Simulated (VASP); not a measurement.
Here is a VASP 6.6.1 calculation.

Contents of INCAR:

```
SYSTEM = TiC
PREC     = Accurate       ! precision mode
ENCUT    = 520            ! plane-wave cutoff, eV
EDIFF    = 1E-7           ! SCF threshold, eV
ISMEAR   = -1             ! smearing method
SIGMA    = 0.03           ! smearing width, eV
LREAL    = .FALSE.        ! projectors in reciprocal space
LASPH    = .TRUE.         ! aspherical terms in the spheres
NELM     = 80             ! most SCF steps
ALGO     = Normal         ! electronic algorithm
ISIF     = 2              ! what is computed and relaxed
LWAVE    = .FALSE.        ! write WAVECAR
LCHARG   = .FALSE.        ! write CHGCAR
GGA      = PE             ! functional
NBANDS   = 15             ! bands
```

The input KPOINTS:

```
regular mesh
0
G
  16 16 16
  0 0 0
```

POSCAR

```
TiC
1.0
    0.0000000000      2.1859701065      2.1207200000
    2.1859701065      0.0000000000      2.1207200000
    2.1859701065      2.1859701065      0.0000000000
Ti C
1 1
Direct
    0.0000000000      0.0000000000      0.0000000000
    0.5000000000      0.5000000000      0.5000000000
```

Potentials or basis: VASP PAW PBE potentials, release 64 (Ti_sv, C).

Run with:

```bash
$ cat potpaw_PBE.64/Ti_sv/POTCAR potpaw_PBE.64/C/POTCAR > POTCAR
$ mpirun -np 1 vasp_std > vasp.out
```

What does it give for the pressure?

1.5 GPa.

Estimate the band gap on the k mesh.

zero (band 8 reaches 10.29 eV, above the bottom of band 9 at 8.86 eV).

Stress tensor (GPa, compression positive):
```
-2.67  0.00  0.00
 0.00 -2.67  0.00
 0.00  0.00  9.86
```
